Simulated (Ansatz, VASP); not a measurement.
## Ta: VASP beside Ansatz

```
Ta
1.0
     2.90037    0.00000    0.00000
    -1.45019    2.51180    0.00000
     0.00000    0.00000    5.34709
Ta
2
Direct
  0.66667 0.33333 0.75000
  0.33333 0.66667 0.25000
```

Change from the starting cell: strain +0.0350 x Voigt [0, 0, 1, 0, 0, 0], atoms carried along.

Alike in both runs: task single point; functional LDA; k mesh 18 × 18 × 10; occupations gaussian, width 0.15 eV; no spin polarisation.

|  | VASP | Ansatz |
| --- | --- | --- |
| version | VASP 6.6.1 | Ansatz 0.2.0 |
| potentials or method | VASP PAW LDA potentials, release 64 (Ta_pv), cutoff 520 eV | scalar-relativistic, plane waves, PAW |
| valence electrons in the cell | 22 | 26 |

```tsv
	VASP	Ansatz	Ansatz less VASP
gap on the k mesh at the Fermi level (eV)	none	none	-
pressure (GPa)	-16.0	-16.5	-0.51
traceless stress, the component that is largest in VASP (GPa)	-2.42	-2.42	-0.003
```

LDA's correlation is that of Perdew and Zunger in VASP and of Perdew and Wang (1992) in Ansatz. A gap of «none» marks a metal or a gap that the smearing closes. VASP's potentials hold 22 valence electrons a cell and Ansatz's 26, so a difference there can come from the potentials and not from the codes.

Spin-orbit coupling is off throughout.
